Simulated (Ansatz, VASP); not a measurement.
## One calculation of CdSe, two programs

File POSCAR:

```
CdSe
1.0
    0.0000000000      3.1304878824      3.1304878824
    3.1304878824      0.0000000000      3.1304878824
    3.1304878824      3.1304878824      0.0000000000
Cd Se
1 1
Direct
    0.0000000000      0.0000000000      0.0000000000
    0.2500000000      0.2500000000      0.2500000000
```

INCAR.step1

```
SYSTEM = CdSe
PREC = Accurate
ENCUT = 520
EDIFF = 1E-5
ISMEAR = -1
SIGMA = 0.05
LREAL = .False.
LASPH = .True.
NELM = 80
ALGO = Normal
ISIF = 2
LWAVE = .True.
LCHARG = .False.
NBANDS = 16
GGA = PE
```

The input INCAR.step2:

```
SYSTEM = CdSe
PREC = Accurate
ENCUT = 520
EDIFF = 1E-6
ISMEAR = -1
SIGMA = 0.05
LREAL = .False.
LASPH = .True.
NELM = 80
ALGO = Normal
ISIF = 2
LWAVE = .False.
LCHARG = .False.
METAGGA = R2SCAN
LHFCALC = .True.
AEXX = 0.5
LMIXTAU = .True.
PRECFOCK = Normal
NBANDS = 16
ISTART = 1
```

The input KPOINTS:

```
regular mesh
0
Gamma
  4 4 4
  0 0 0
```

Contents of input.yaml:

```yaml
crystal:
  lattice:
    - [0.0, 3.1304878824, 3.1304878824]
    - [3.1304878824, 0.0, 3.1304878824]
    - [3.1304878824, 3.1304878824, 0.0]
  atoms:
    - { symbol: Cd, position: [0.0, 0.0, 0.0] }
    - { symbol: Se, position: [0.25, 0.25, 0.25] }
hamiltonian:
  xc: r2scan50
  pseudopotentials: { kind: paw }
kpoints:
  mp_grid: { grid: [4, 4, 4] }
scf:
  occupations: { method: fermi_dirac, width: 0.05 }
output:
  forces: true
  stress: true
  eigenvalues: true
  write_density: true
  write_potential: true
  elf: true
  volumetric_format: npy
```

Alike in both runs: task single point; functional r2SCAN50; k mesh 4 × 4 × 4; occupations fermi-dirac, width 0.05 eV; no spin polarisation.

|  | VASP | Ansatz |
| --- | --- | --- |
| version | VASP 6.6.1 | Ansatz 0.2.0 |
| potentials or method | VASP PAW PBE potentials, release 64 (Cd, Se) | Ansatz PAW |
| plane-wave cutoff (eV) | 520 | 500 |
| valence electrons in the cell | 18 | 36 |

```csv
,VASP,Ansatz,Ansatz less VASP
gap on the k mesh at the Fermi level (eV),3.79,3.72,-0.076
least direct gap on the mesh (eV),3.79,3.72,-0.076
pressure (GPa),-4.0,-3.9,+0.14
```

VASP's potentials were made for PBE, not for r2SCAN50. VASP's potentials hold 18 valence electrons a cell and Ansatz's 36, so a difference there can come from the potentials and not from the codes.

The k mesh is coarse, so the values compare programs but aren't converged.
